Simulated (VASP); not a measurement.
TaN, 4 atoms in the cell. It takes space group P4_2/mmc (No. 131, tetragonal). Conventional cell: a = 3.687 Å, b = 3.687 Å, c = 4.591 Å, α = 90.00°, β = 90.00°, γ = 90.00°. Within 2.9 Å of Ta (site symmetry mmm) lie 4 N at 2.17 Å. Within 2.9 Å of N (site symmetry -4m2) lie 4 Ta at 2.17 Å and 2 N at 2.30 Å. 

| Property | Result |
| --- | --- |
| Program | VASP 6.6.1 |
| Task | single point |
| Functional | PBE |
| Potentials or basis | VASP PAW PBE potentials, release 64 (Ta_pv, N) |
| Cutoff | 520 eV |
| k mesh | 7 × 7 × 6 |
| Occupations | fermi-dirac, width 0.05 eV |
| Spin | no spin polarisation |
| Dipole correction | no |
| Further INCAR settings | ALGO = Normal; EDIFF = 1e-07; NBANDS = 24 |

Potentials or basis: VASP PAW PBE potentials, release 64 (Ta_pv, N).

Launch:

```bash
$ cat potpaw_PBE.64/Ta_pv/POTCAR potpaw_PBE.64/N/POTCAR > POTCAR
$ mpirun -np 1 vasp_std > vasp.out
```

Hardware: 1 thread of AMD EPYC 7R43 64-Core Processor (Zen 3) (shared host).

Task: Estimate the wall time of this run.

Result: Wall time 89 s on 1 thread of AMD EPYC 7R43 64-Core Processor (Zen 3), with other jobs on the host, peak memory 0.16 GiB. Counts: scf iterations 16, k points 40.
